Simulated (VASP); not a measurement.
**AlP: relaxation of cell and atoms with PBE+D3(BJ)**

The system is AlP.

```
Al P
1.0
     0.00000    2.73648    2.73648
     2.73648    0.00000    2.73648
     2.73648    2.73648    0.00000
Al P
1 1
Cartesian
  0.0000 0.0000 0.0000
  4.1047 4.1047 4.1047
```

| Property | Result |
| --- | --- |
| Program | VASP 6.6.1 |
| Task | relaxation of cell and atoms |
| Functional | PBE |
| Dispersion | D3(BJ) |
| Potentials or basis | VASP PAW PBE potentials, release 64 (Al, P) |
| Cutoff | 500 eV |
| k mesh | 8 × 8 × 8 |
| Occupations | gaussian, width 0.02 eV |
| Spin | no spin polarisation |
| Dipole correction | no |
| Further INCAR settings | ALGO = Normal; EDIFF = 1e-07; IBRION = 2; EDIFFG = -0.02; NSW = 70; ISIF = 3 |

- Relaxed volume: 20.24 Å³/atom
- Relaxed cell: a = 3.854 Å, b = 3.854 Å, c = 3.854 Å, α = 60.00°, β = 60.00°, γ = 60.00°
- Space group after relaxing (to 0.05 Å): F-43m (No. 216)
- Energy gained by relaxing: 0.9 meV/atom
- Ionic steps: 3
- Pressure after relaxing: 0.0 GPa
- Band gap on the k mesh: 1.57 eV, indirect (least direct gap 3.35 eV)
- Dispersion energy per atom: -0.310 eV

The path:
```tsv
step	energy change (eV)	largest force (eV/Å)	pressure (GPa)	volume (Å³)
1	0.0000	0.0000	-1.08	40.98
2	-0.0011	0.0000	0.69	40.17
3	-0.0018	0.0000	0.01	40.47
```

Final structure:
```
CELL_PARAMETERS angstrom
0.00000 2.72504 2.72504
2.72504 0.00000 2.72504
2.72504 2.72504 0.00000
ATOMIC_POSITIONS crystal
Al 0.00000 0.00000 0.00000
P 0.75000 0.75000 0.75000
```

Levels at points of the mesh, in eV from the valence-band top:
```tsv
k point	band 1	band 2	band 3	band 4	band 5	band 6	band 7	band 8
(0.00, 0.00, 0.00)	-11.54	0.00	0.00	0.00	3.35	4.57	4.57	4.57
(0.50, 0.00, 0.00)	-9.84	-5.55	-0.77	-0.77	2.84	4.82	4.82	8.29
(0.50, 0.50, 0.00)	-9.18	-5.33	-2.11	-2.11	1.57	2.47	11.12	11.12
```

Wall time 33 s on 1 thread of Intel Xeon 8259CL, with other jobs on the host, peak memory 0.16 GiB.

A k mesh can miss the band edges. Expect the measured gap to be larger: semilocal functionals such as PBE lack the derivative discontinuity.
